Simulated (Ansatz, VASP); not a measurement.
## GaB: VASP beside Ansatz

File INCAR:

```
PREC = Accurate
ENCUT = 520
EDIFF = 1E-6
ISMEAR = -1
SIGMA = 0.03
LREAL = False
LASPH = True
NELM = 100
ALGO = Normal
ISIF = 2
LWAVE = False
LCHARG = False
GGA = PE
NBANDS = 15
```

File KPOINTS:

```
Automatic mesh
0
Gamma
  6 6 5
```

POSCAR

```
GaB
1.0
    2.7182400000      0.0000000000      0.0000000000
    0.0000000000      2.7182400000      0.0000000000
    0.0000000000      0.0000000000      3.2362100000
Ga B
1 1
Direct
    0.5000000000      0.5000000000      0.5000000000
    0.0000000000      0.0000000000      0.0000000000
```

File input.yaml:

```yaml
crystal:
  lattice:
    - [2.71824, 0.0, 0.0]
    - [0.0, 2.71824, 0.0]
    - [0.0, 0.0, 3.23621]
  atoms:
    - { symbol: Ga, position: [0.5, 0.5, 0.5] }
    - { symbol: B, position: [0.0, 0.0, 0.0] }
kpoints:
  mp_grid: { grid: [6, 6, 5] }
scf:
  occupations: { method: fermi_dirac, width: 0.03 }
hamiltonian:
  xc: pbe
  pseudopotentials: { kind: all_electron, lapw: { basis_error: 0.002 } }
output:
  forces: true
  stress: true
  eigenvalues: true
```

Alike in both runs: task single point; functional PBE; k mesh 6 × 6 × 5; occupations fermi-dirac, width 0.03 eV; no spin polarisation.

```csv
,VASP,Ansatz
version,VASP 6.6.1,Ansatz 0.2.0
potentials or method,"VASP PAW PBE potentials, release 64 (Ga_d, B), cutoff 520 eV","all-electron LAPW, scalar-relativistic"
```

```csv
,VASP,Ansatz,Ansatz less VASP
gap on the k mesh at the Fermi level (eV),none,none,-
pressure (GPa),0.2,0.1,-0.14
"traceless stress, the component that is largest in VASP (GPa)",-2.25,-2.24,+0.015
```

A gap of «none» marks a metal or a gap that the smearing closes. Ansatz ran all-electron here, and VASP with PAW potentials.

The k mesh is coarse, so the values compare programs but aren't converged. Noted on Ansatz's run: the k mesh is thin for a metal, which can move the energy by tens of meV per atom.
